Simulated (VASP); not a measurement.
BN (zincblende type): single point with PBE

The system is BN (zincblende type).

```
B N
1.0
     0.00000    1.81235    1.81235
     1.81235    0.00000    1.81235
     1.81235    1.81235    0.00000
B N
1 1
Direct
  0.00000 0.00000 0.00000
  0.25000 0.25000 0.25000
```

```yaml
Program: VASP 6.6.1
Task: single point
Functional: PBE
Potentials_or_basis: VASP PAW PBE potentials, release 64 (B, N)
Cutoff: 520 eV
k_mesh: 15 × 15 × 15
Occupations: fermi-dirac, width 0.05 eV
Spin: no spin polarisation
Dipole_correction: no
Further_INCAR_settings: ALGO = Normal; EDIFF = 1e-06; NBANDS = 11
```

```
Pressure               : 0.2 GPa
Band gap on the k mesh : 4.51 eV, indirect (least direct gap 8.78 eV)
```

Levels at points of the mesh, in eV from the valence-band top:
```tsv
k point	band 2	band 3	band 4	band 5	band 6	band 7
(0.00, 0.00, 0.00)	0.00	0.00	0.00	8.78	8.78	8.78
```

It took 21 s on 1 thread of AMD EPYC 7R13, with other jobs on the host, peak memory 0.1 GiB.

A k mesh can miss the band edges. A hybrid or GW would open this gap; PBE tends to underestimate it.
